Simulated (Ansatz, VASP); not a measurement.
**Mo3W: VASP beside Ansatz**

```
CELL_PARAMETERS angstrom
5.75305 0.00000 0.00000
-2.87652 4.98228 0.00000
0.00000 0.00000 4.49088
ATOMIC_POSITIONS crystal
Mo 0.16753 0.33505 0.25000
Mo 0.66495 0.83247 0.25000
Mo 0.16753 0.83247 0.25000
Mo 0.83247 0.66495 0.75000
Mo 0.33505 0.16753 0.75000
Mo 0.83247 0.16753 0.75000
W 0.33333 0.66667 0.75000
W 0.66667 0.33333 0.25000
```

Change from the starting cell: species swapped into the Y3Er type (P6_3/mmc, No. 194).

Alike in both runs: functional PBE; k mesh 3 × 3 × 4; occupations gaussian, width 0.1 eV; no spin polarisation.

Ansatz relaxed the structure, and its values are those at the end. VASP's run is a single point on that final structure, the one shown.

|  | VASP | Ansatz |
| --- | --- | --- |
| version | VASP 6.6.1 | Ansatz 0.2.0 |
| potentials or method | VASP PAW PBE potentials, release 64 (Mo_sv, W_sv), cutoff 500 eV | scalar-relativistic, plane waves, PAW |
| valence electrons in the cell | 112 | 112 |

```tsv
	VASP	Ansatz	Ansatz less VASP
gap on the k mesh at the Fermi level (eV)	none	none	-
pressure (GPa)	0.5	0.0	-0.51
rms of the force components (eV/Å)	0.008	0.006	-0.0020
```

A gap of «none» marks a metal or a gap that the smearing closes. With one functional, cell and mesh, what is left measures potentials, basis and numerics.

The k mesh is coarse, so the values compare programs but aren't converged. Spin-orbit coupling is off throughout.
